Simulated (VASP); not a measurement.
# TiO2 (I4_1/amd) in VASP: further runs

Runs on TiO2. Level: PBE. Tasks: single point.

Program: VASP 6.6.1. These are calculated values, not measurements. Logs are shortened: lines on timing, memory, paths and dates and some standing lists are left out, and cuts for length are marked.

### Step 1. The cell of the first run

Symmetry: I4_1/amd, No. 141, tetragonal system. Conventional cell: a = 3.784 Å, b = 3.784 Å, c = 9.324 Å, α = 90.00°, β = 90.00°, γ = 90.00°. Within 2.6 Å of Ti (site symmetry -4m2) lie 6 O at 1.93 to 1.97 Å. O (site symmetry 2mm) has 3 Ti at 1.93 to 1.97 Å and 2 O at 2.49 Å within 2.6 Å.

### Step 2. Single point, PBE

Contents of INCAR:

```
SYSTEM = TiO2
PREC = Accurate ; ENCUT = 520
EDIFF = 1E-6 ; ISMEAR = -1
SIGMA = 0.05 ; LREAL = .False.
LASPH = .True. ; NELM = 80
ALGO = Normal ; ISIF = 2
LWAVE = .False. ; LCHARG = .False.
GGA = PE ; NBANDS = 33
```

Contents of KPOINTS:

```
Automatic mesh
0
Gamma
  8 8 8
  0 0 0
```

Contents of POSCAR:

```
TiO2
1.0
   -1.8921000000      1.8921000000      4.6621540000
    1.8921000000     -1.8921000000      4.6621540000
    1.8921000000      1.8921000000     -4.6621540000
Ti O
2 4
Direct
    0.7500000000      0.2500000000      0.5000000000
    0.0000000000      0.0000000000      0.0000000000
    0.7885391879      0.7885391879      0.0000000000
    0.5385391879      0.0385391879      0.5000000000
    0.9614608121      0.4614608121      0.5000000000
    0.2114608121      0.2114608121      0.0000000000
```

Potentials or basis: VASP PAW PBE potentials, release 64 (Ti_sv, O).

Launch:

```
> cat potpaw_PBE.64/Ti_sv/POTCAR potpaw_PBE.64/O/POTCAR > POTCAR
> mpirun -np 1 vasp_std > vasp.out
```

OUTCAR:

```text
SYSTEM = TiO2
   PREC = Accurate
   ENCUT = 520
   EDIFF = 1E-6
   ISMEAR = -1
   LREAL = .False.
   LASPH = .True.
   NELM = 80
   ISIF = 2
   GGA = PE

 ion  position               nearest neighbor table
   1  0.750  0.250  0.500-   3 1.93   6 1.93   3 1.93   6 1.93   5 1.97   4 1.97
   2  0.000  0.000  0.000-   4 1.93   5 1.93   4 1.93   5 1.93   3 1.97   6 1.97
   3  0.789  0.789  0.000-   1 1.93   1 1.93   2 1.97
   4  0.539  0.039  0.500-   2 1.93   2 1.93   1 1.97
   5  0.961  0.461  0.500-   2 1.93   2 1.93   1 1.97
   6  0.211  0.211  0.000-   1 1.93   1 1.93   2 1.97

  LATTYP: Found a body centered tetragonal cell.
 ALAT       =     3.7842000000
 C/A-ratio  =     2.4640103589

  Lattice vectors:

 A1 = (  -1.8921000000,   1.8921000000,   4.6621540000)
 A2 = (   1.8921000000,  -1.8921000000,   4.6621540000)
 A3 = (   1.8921000000,   1.8921000000,  -4.6621540000)

Analysis of symmetry for initial positions (statically):
=====================================================================
 Subroutine PRICEL returns:
 Original cell was already a primitive cell.

 Routine SETGRP: Setting up the symmetry group for a
 body centered tetragonal supercell.

 Subroutine GETGRP returns: Found 16 space group operations
 (whereof  8 operations were pure point group operations)
 out of a pool of 16 trial point group operations.

The static configuration has the point symmetry D_2d.
 The point group associated with its full space group is D_4h.

Analysis of symmetry for dynamics (positions and initial velocities):
=====================================================================
 Subroutine PRICEL returns:
 Original cell was already a primitive cell.

 Routine SETGRP: Setting up the symmetry group for a
 body centered tetragonal supercell.

 Subroutine GETGRP returns: Found 16 space group operations
 (whereof  8 operations were pure point group operations)
 out of a pool of 16 trial point group operations.

The dynamic configuration has the point symmetry D_2d.
 The point group associated with its full space group is D_4h.

 Subroutine INISYM returns: Found 16 space group operations
 (whereof  8 operations are pure point group operations),
 and found     1 'primitive' translations

----------------------------------------------------------------------------------------

                                     Primitive cell

  volume of cell :      66.7628

  direct lattice vectors                    reciprocal lattice vectors
    -1.892100000  1.892100000  4.662154000     0.000000000  0.264256646  0.107246565
     1.892100000 -1.892100000  4.662154000     0.264256646  0.000000000  0.107246565
     1.892100000  1.892100000 -4.662154000     0.264256646  0.264256646  0.000000000

  length of vectors
     5.375478094  5.375478094  5.375478094     0.285190113  0.285190113  0.373715333

  position of ions in fractional coordinates (direct lattice)
     0.750000000  0.250000000  0.500000000
     0.000000000  0.000000000  0.000000000
     0.788539188  0.788539188  0.000000000
     0.538539188  0.038539188  0.500000000
     0.961460812  0.461460812  0.500000000
     0.211460812  0.211460812  0.000000000

  ion indices of the primitive-cell ions
   primitive index   ion index
                 1           1
                 2           2
                 3           3
                 4           4
                 5           5
                 6           6

----------------------------------------------------------------------------------------

 KPOINTS: Automatic mesh

Automatic generation of k-mesh.
 Grid dimensions read from file:
 generate k-points for:    8    8    8

 Generating k-lattice:

  Cartesian coordinates                     Fractional coordinates (reciprocal lattice)
     0.000000000  0.033032081  0.013405821     0.125000000 -0.000000000  0.000000000
     0.033032081  0.000000000  0.013405821    -0.000000000  0.125000000  0.000000000
     0.033032081  0.033032081  0.000000000     0.000000000  0.000000000  0.125000000

  Length of vectors
     0.035648764  0.035648764  0.046714417

  Shift w.r.t. Gamma in fractional coordinates (k-lattice)
     0.000000000  0.000000000  0.000000000

 Subroutine IBZKPT returns following result:
 ===========================================

 Found     59 irreducible k-points:

 Following reciprocal coordinates:
            Coordinates               Weight
  0.000000  0.000000  0.000000      1.000000
  0.125000  0.000000 -0.000000      8.000000
  0.250000  0.000000 -0.000000      8.000000
  0.375000 -0.000000  0.000000      8.000000
  0.500000  0.000000 -0.000000      4.000000
  0.125000  0.125000 -0.000000      8.000000
[... 16 lines left out ...]
  0.250000  0.125000  0.125000     16.000000
  0.375000  0.125000  0.125000      8.000000
 [... further k-points ...]
   k-points           NKPTS =     59   k-points in BZ     NKDIM =     59   number of bands    NBANDS=     33
   number of dos      NEDOS =    301   number of ions     NIONS =      6
   total plane-waves  NPLWV =  64000
   dimension x,y,z NGX =    40 NGY =   40 NGZ =   40
   dimension x,y,z NGXF=    80 NGYF=   80 NGZF=   80
   ions per type =               2   4
   NGX,Y,Z   is equivalent  to a cutoff of  12.37, 12.37, 12.37 a.u.
   NGXF,Y,Z  is equivalent  to a cutoff of  24.74, 24.74, 24.74 a.u.
 SYSTEM =  TiO2
   PREC   = accura    normal or accurate (medium, high low for compatibility)
   ISTART =      0    job   : 0-new  1-cont  2-samecut
   ICHARG =      2    charge: 1-file 2-atom 10-const
   ISPIN  =      1    spin polarized calculation?
   LNONCOLLINEAR =      F non collinear calculations
   LSORBIT =      F    spin-orbit coupling
   LASPH  =      T    aspherical Exc in radial PAW
   ENCUT  =  520.0 eV  38.22 Ry    6.18 a.u.   9.99  9.99  9.99*2*pi/ulx,y,z
   NELM   =     80;   NELMIN=  2; NELMDL= -5     # of ELM steps
   EDIFF  = 0.1E-05   stopping-criterion for ELM
   LREAL  =      F    real-space projection
   EDIFFG = 0.1E-04   stopping-criterion for IOM
   NSW    =      0    number of steps for IOM
   IBRION =     -1    ionic relax: 0-MD 1-quasi-New 2-CG
   NFREE  =      0    steps in history (QN), initial steepest desc. (CG)
   ISIF   =      2    stress and relaxation
   ISYM   =      2    0-nonsym 1-usesym 2-fastsym
   POTIM  = 0.5000    time-step for ionic-motion
   TEBEG  =    0.0;   TEEND  =   0.0 temperature during run
   PSTRESS=    0.0 pullay stress
   NELECT =      48.0000    total number of electrons
   NUPDOWN=      -1.0000    fix difference up-down
   EMIN   =  10.00;   EMAX   =-10.00  energy-range for DOS
   EFERMI =   0.00;   METHOD = LEGACY
   ISMEAR =    -1;   SIGMA  =   0.05  broadening in eV -4-tet -1-fermi 0-gaus
   EFERMI_NEDOS =   21; number of points for ismear=-14 and -15
   IALGO  =     38    algorithm
   IMIX   =      4    mixing-type and parameters
     AMIX     =   0.40;   BMIX     =  1.00
     AMIX_MAG =   1.60;   BMIX_MAG =  1.00
  volume/ion in A,a.u.               =      11.13        75.09
  Fermi-wavevector in a.u.,A,eV,Ry     =   1.466595  2.771463 29.264799  2.150902
  Thomas-Fermi vector in A             =   2.582314
   LORBIT       =      0    0 simple, 1 ext, 2 COOP (PROOUT), +10 PAW based schemes
   GGA     = PE    functional components
   LHFCALC =     F    Hartree Fock is set to
   AEXX    =    0.0000 exact exchange contribution
   IVDW    =     0    specifies the selected vdW correction
   LEPSILON=     F    determine dielectric tensor
   LRPA    =     F    only Hartree local field effects (RPA)
 non-spin polarized calculation
  energy-cutoff  :      520.00
  volume of cell :       66.76
 maximum number of plane-waves:      1816
   NGX = 19   NGY = 19   NGZ = 19

 number of electron      47.9999997 magnetization

 Free energy of the ion-electron system (eV)
  ---------------------------------------------------
  ext. energy  EPLUGINS =         0.00000000
  ---------------------------------------------------
  free energy    TOTEN  =       -53.76321844 eV

  energy without entropy =      -53.76321844  energy(sigma->0) =      -53.76321844

 E-fermi :   4.6662     XC(G=0): -10.8573

 val. band max:        3.6088060095   @ k =   0.5000   0.5000  -0.0000
 cond. band min:       5.6541776339   @ k =   0.0000   0.0000   0.0000
 fundamental gap:      2.0453716243
 Fermi energy:         4.6662380081

 k-point     1 :       0.0000    0.0000    0.0000
  band No.  band energies     occupation
      1     -52.7780      2.00000
      2     -52.7083      2.00000
      3     -29.2662      2.00000
      4     -29.0145      2.00000
      5     -29.0145      2.00000
      6     -28.9323      2.00000
[... 25 lines left out ...]
     32       8.9005      0.00000
     33       9.0873      0.00000

 k-point     2 :       0.1250    0.0000   -0.0000
  band No.  band energies     occupation
      1     -52.7757      2.00000
      2     -52.7099      2.00000
      3     -29.2621      2.00000
      4     -29.0358      2.00000
      5     -29.0162      2.00000
      6     -28.9402      2.00000
[... 25 lines left out ...]
     32       9.0708      0.00000
     33       9.3946      0.00000

 k-point     3 :       0.2500    0.0000   -0.0000
  band No.  band energies     occupation
      1     -52.7696      2.00000
      2     -52.7145      2.00000
      3     -29.2525      2.00000
      4     -29.0846      2.00000
      5     -29.0199      2.00000
      6     -28.9559      2.00000
[... 25 lines left out ...]
     32       9.3910      0.00000
     33       9.9533      0.00000

 k-point     4 :       0.3750   -0.0000    0.0000
  band No.  band energies     occupation
      1     -52.7621      2.00000
      2     -52.7203      2.00000
      3     -29.2431      2.00000
      4     -29.1330      2.00000
      5     -29.0232      2.00000
      6     -28.9649      2.00000
[... 673 lines left out ...]
     32      10.3190      0.00000
     33      10.6012      0.00000

 k-point    23 :       0.2500    0.1250    0.1250
  band No.  band energies     occupation
      1     -52.7562      2.00000
      2     -52.7240      2.00000
      3     -29.2439      2.00000
      4     -29.1586      2.00000
      5     -29.0567      2.00000
      6     -29.0043      2.00000
[... 25 lines left out ...]
     32      10.3964      0.00000
     33      10.8690      0.00000

 k-point    24 :       0.3750    0.1250    0.1250
  band No.  band energies     occupation
      1     -52.7520      2.00000
      2     -52.7274      2.00000
      3     -29.2389      2.00000
      4     -29.1783      2.00000
      5     -29.0586      2.00000
      6     -29.0107      2.00000
[... 25 lines left out ...]
     32      10.3838      0.00000
     33      10.9547      0.00000

 [... further k-points ...]

------------------------ aborting loop because EDIFF is reached ----------------------------------------

  FORCE on cell =-STRESS in cart. coord.  units (eV):
  Direction    XX          YY          ZZ          XY          YZ          ZX
  --------------------------------------------------------------------------------------
  -------------------------------------------------------------------------------------
  Total        3.6039930      3.6039930      4.0238906      0.0000000      0.0000000      0.0000000
  in kB       86.4887742     86.4887742     96.5654940      0.0000000      0.0000000      0.0000000
  external PRESSURE =      89.8476808 kB  Pullay stress =       0.0000000 kB

 VOLUME and BASIS-vectors are now :
 -----------------------------------------------------------------------------
  energy-cutoff  :      520.00
  volume of cell :       66.76
      direct lattice vectors                 reciprocal lattice vectors
    -1.892100000  1.892100000  4.662154000     0.000000000  0.264256646  0.107246565
     1.892100000 -1.892100000  4.662154000     0.264256646  0.000000000  0.107246565
     1.892100000  1.892100000 -4.662154000     0.264256646  0.264256646  0.000000000

 POSITION                                       TOTAL-FORCE (eV/Angst)
 -----------------------------------------------------------------------------------
      0.00000      1.89210      2.33108        -0.000000     -0.000000     -0.000000
      0.00000      0.00000      0.00000        -0.000000     -0.000000     -0.000000
      0.00000      0.00000      7.35258        -0.000000      0.000000     -0.024352
      0.00000      1.89210      0.35935         0.000000     -0.000000     -0.024352
      0.00000      1.89210      4.30280         0.000000     -0.000000      0.024352
      0.00000      0.00000      1.97173        -0.000000      0.000000      0.024352
 -----------------------------------------------------------------------------------
    total drift:                               -0.000000      0.000000     -0.000000

  FREE ENERGIE OF THE ION-ELECTRON SYSTEM (eV)
  ---------------------------------------------------
  free  energy   TOTEN  =       -53.7632184407 eV

  energy  without entropy=      -53.7632184406  energy(sigma->0) =      -53.76321844
```

It took 2.2 min on 1 thread of AMD EPYC 9R45 (Zen 5), shared host; peak memory 0.26 GiB.

What came out:

```yaml
Free_energy: -53.7632 eV
Pressure: 9.0 GPa
Largest_force: 0.024 eV/Å
Band_gap_on_the_k_mesh: 2.05 eV (least direct gap 2.44 eV)
```

Forces on the atoms (eV/Å):
```
Ti   0.000  0.000  0.000
Ti   0.000  0.000  0.000
O    0.000  0.000 -0.024
O    0.000  0.000 -0.024
O    0.000  0.000  0.024
O    0.000  0.000  0.024
```

Stress tensor (GPa, compression positive):
```
8.65 0.00 0.00
0.00 8.65 0.00
0.00 0.00 9.66
```

Levels at points of the mesh, in eV from the valence-band top:
| k point | band 20 | band 21 | band 22 | band 23 | band 24 | band 25 | band 26 | band 27 | band 28 | band 29 |
| --- | --- | --- | --- | --- | --- | --- | --- | --- | --- | --- |
| (0.00, 0.00, 0.00) | -0.75 | -0.74 | -0.74 | -0.54 | -0.54 | 2.05 | 2.86 | 3.84 | 3.84 | 3.93 |
| (0.50, 0.00, 0.00) | -2.04 | -2.02 | -1.02 | -0.88 | -0.64 | 3.22 | 3.46 | 3.60 | 3.75 | 4.29 |
| (0.50, 0.50, 0.00) | -2.73 | -2.18 | -2.18 | 0.00 | 0.00 | 3.44 | 3.44 | 3.90 | 3.90 | 4.92 |
| (0.50, 0.50, 0.50) | -1.36 | -1.32 | -1.32 | -0.18 | -0.18 | 2.44 | 2.44 | 3.76 | 3.76 | 4.05 |

Caveat: the cell stands under pressure.

(Continued in part 2 of 2.)
